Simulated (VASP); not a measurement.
Wanted: the native input for a VASP 6.6.1 run.

| Item | Value |
| --- | --- |
| Task | single point |
| Functional | PBEsol |
| Potentials or basis | VASP PAW PBE potentials, release 64 (Li_sv, O) |
| Cutoff | 520 eV |
| k mesh | 2 × 2 × 2 |
| Occupations | fermi-dirac, width 0.1 eV |
| Spin | no spin polarisation |
| Dipole correction | no |
| Further INCAR settings | LREAL = Auto; ALGO = Normal; EDIFF = 1e-07; NBANDS = 41 |

The structure of Li16O (a cell with a defect) lies in POSCAR:

```
Li16O
1.0
    6.9800000000      0.0000000000      0.0000000000
    0.0000000000      6.9800000000      0.0000000000
    0.0000000000      0.0000000000      6.9800000000
Li O
16 1
Direct
   -0.0016045845     -0.0702005731      0.0370343840
    0.3289255014     -0.0226790831     -0.0121489971
    0.1011891117      0.4354154728      0.0083954155
    0.0234240688      0.0360601719      0.4581375358
    0.2826504298      0.3030515759      0.2900573066
    0.5563896848      0.5722206304     -0.0021489971
    0.3949570201     -0.0769914040      0.3439398281
    0.7216332378      0.2604441261      0.3008595989
    0.0174355301      0.5326647564      0.5636389685
    0.2089684814      0.7013896848      0.2362177650
    0.4619054441      0.1733667622      0.6197421203
    0.4695128940      0.5452005731      0.5142406877
    0.7831661891      0.7764756447      0.3271919771
    0.8297134670      0.2466905444      0.7297994269
    0.2988395415      0.7232091691      0.7492836676
    0.6959598854      0.8604871060      0.7875787966
    0.1748567335     -0.0051575931      0.2130229226
```

One way to write it, as run:

INCAR

```
SYSTEM = Li16O
ALGO = Normal ; EDIFF = 1E-7
ENCUT = 520 ; GGA = PS
ISIF = 2 ; ISMEAR = -1
LASPH = .True. ; LCHARG = .False.
LREAL = Auto ; LWAVE = .False.
NBANDS = 41 ; NELM = 60
PREC = Accurate ; SIGMA = 0.1
```

KPOINTS

```
k-points
0
Gamma
  2 2 2
  0 0 0
```

Potentials or basis: VASP PAW PBE potentials, release 64 (Li_sv, O).

The run is started by

```bash
$ cat potpaw_PBE.64/Li_sv/POTCAR potpaw_PBE.64/O/POTCAR > POTCAR
$ mpirun -np 1 vasp_std > vasp.out
```

Results of the run:

```yaml
Largest_force: 0.907 eV/Å
Band_gap_on_the_k_mesh: zero (bands 27 and 28 overlap by 0.36 eV)
```

Caveat: the k points lie up to 0.45 Å⁻¹ apart; the PAW data sets were made with another functional, which shifts forces and pressure a little.

Run time: 4 min on 1 thread of Intel Xeon 8259CL, on a shared host, peak memory 0.39 GiB.
